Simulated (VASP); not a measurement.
Here is a VASP 6.6.1 calculation.

File INCAR:

```
PREC = Accurate
ENCUT = 520
EDIFF = 1E-6
ISMEAR = 0
SIGMA = 0.15
LREAL = False
LASPH = True
NELM = 60
ALGO = Normal
ISIF = 2
LWAVE = False
LCHARG = True
GGA = PS
LELF = True
LVHAR = True
NBANDS = 12
```

Contents of KPOINTS:

```
Automatic mesh
0
Gamma
  20 20 20
```

The input POSCAR:

```
Au
1.0
   -1.6821280350      1.6821280350      1.6821280350
    1.6821280350     -1.6821280350      1.6821280350
    1.6821280350      1.6821280350     -1.6821280350
Au
1
Direct
    0.0000000000      0.0000000000      0.0000000000
```

Potentials or basis: VASP PAW PBE potentials, release 64 (Au).

The run is started by

```bash
$ cat potpaw_PBE.64/Au/POTCAR > POTCAR
$ mpirun -np 1 vasp_std > vasp.out
```

Task: Estimate the pressure.

Result: -14.0 GPa.

Caveat: the cell differs from its parent crystal (strain +0.015 along x and y, +0.015 along z); the PAW data sets were made with another functional, which shifts forces and pressure a little.
